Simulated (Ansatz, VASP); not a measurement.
Two plane-wave programs on SrO

POSCAR

```
SrO
1.0
    0.0000000000      2.5798923523      2.6647708107
    2.5798923523      0.0000000000      2.6647708107
    2.5798923523      2.5798923523      0.0000000000
Sr O
1 1
Direct
    0.0000000000      0.0000000000      0.0000000000
    0.5000000000      0.5000000000      0.5000000000
```

File INCAR.step1:

```
ALGO = Normal
EDIFF = 1E-4
ENCUT = 520
GGA = PE
ISMEAR = 0
LASPH = True
LCHARG = False
LREAL = False
LWAVE = True
NBANDS = 15
NELM = 80
PREC = Accurate
SIGMA = 0.01
```

The input INCAR.step2:

```
ALGO = Normal
EDIFF = 1E-6
ENCUT = 520
ISIF = 2
ISMEAR = 0
ISTART = 1
LASPH = True
LCHARG = False
LMIXTAU = True
LREAL = False
LWAVE = False
METAGGA = R2SCAN
NBANDS = 15
NELM = 80
PREC = Accurate
SIGMA = 0.01
```

File KPOINTS:

```
k-points
0
Gamma
  8 8 8
```

Input for Ansatz:

```yaml
crystal:
  lattice:
    - [0.0, 2.5798923523, 2.6647708107]
    - [2.5798923523, 0.0, 2.6647708107]
    - [2.5798923523, 2.5798923523, 0.0]
  atoms:
    - { symbol: Sr, position: [0.0, 0.0, 0.0] }
    - { symbol: O, position: [0.5, 0.5, 0.5] }
kpoints:
  mp_grid: { grid: [8, 8, 8] }
  band_path:
    path:
      - [0.0, 0.0, 0.0]
      - [0.5, 0.0, 0.5]
      - [0.625, 0.25, 0.625]
      - [0.375, 0.375, 0.75]
      - [0.5, 0.5, 0.5]
      - [0.5, 0.25, 0.75]
    npoints: 1
hamiltonian:
  xc: r2scan
scf:
  occupations: { method: fixed }
  n_extra_bands: 4
output:
  forces: true
  stress: true
  eigenvalues: true
```

Change from the starting cell: uniaxial_z strain +3.3%.

Alike in both runs: task single point; functional r2SCAN; k mesh 8 × 8 × 8; no spin polarisation.

|  | VASP | Ansatz |
| --- | --- | --- |
| version | VASP 6.6.1 | Ansatz 0.2.0 |
| potentials or method | VASP PAW PBE potentials, release 64 (Sr_sv, O) | plane waves, PAW |
| plane-wave cutoff (eV) | 520 | 500 |
| occupations | gaussian, width 0.01 eV | fixed |
| valence electrons in the cell | 16 | 16 |

|  | VASP | Ansatz | Ansatz less VASP |
| --- | --- | --- | --- |
| gap on the k mesh at the Fermi level (eV) | 3.69 | 3.74 | +0.049 |
| pressure (GPa) | -2.2 | -2.6 | -0.46 |
| traceless stress, the component that is largest in VASP (GPa) | -2.39 | -2.27 | +0.122 |

VASP's potentials were made for PBE, not for r2SCAN.
